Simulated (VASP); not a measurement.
Write the native input for VASP 6.6.1 that does the following.

```yaml
Task: single point
Functional: PBE
Potentials_or_basis: VASP PAW PBE potentials, release 64 (Mg, O)
Cutoff: 520 eV
k_mesh: 11 × 11 × 11
Occupations: fermi-dirac, width 0.05 eV
Spin: no spin polarisation
Dipole_correction: no
Further_INCAR_settings: ALGO = Normal; EDIFF = 1e-06; NBANDS = 11
```

The structure of MgO lies in POSCAR:

```
MgO
1.0
    0.0000000000      2.0970013927      2.0970013927
    2.0970013927      0.0000000000      2.0970013927
    2.0970013927      2.0970013927      0.0000000000
Mg O
1 1
Direct
   -0.0164450000      0.0205070000     -0.0158170000
    0.5022520000      0.4969790000      0.5069060000
```

This cell differs from its parent crystal: atoms moved at random.

These files were run (other wordings do the same):

INCAR

```
SYSTEM = MgO
  PREC = Accurate
  ENCUT = 520
  EDIFF = 1E-6
  ISMEAR = -1
  SIGMA = 0.05
  LREAL = .False.
  LASPH = .True.
  NELM = 100
  ALGO = Normal
  ISIF = 2
  LWAVE = .False.
  LCHARG = .False.
  GGA = PE
  NBANDS = 11
```

KPOINTS

```
Automatic mesh
0
Gamma
  11 11 11
  0 0 0
```

Potentials or basis: VASP PAW PBE potentials, release 64 (Mg, O).

Launch:

```console
$ cat potpaw_PBE.64/Mg/POTCAR potpaw_PBE.64/O/POTCAR > POTCAR
$ mpirun -np 1 vasp_std > vasp.out
```

It gave:

The pressure is 7.0 GPa, the largest force is 0.541 eV/Å and the band gap on the k mesh is 4.85 eV, direct.

Caveat: the cell differs from its parent crystal (atoms moved at random).

Run time: 2.4 min on 1 thread of Intel(R) Xeon(R) Platinum 8488C (Sapphire Rapids), on a shared host, peak memory 0.27 GiB.
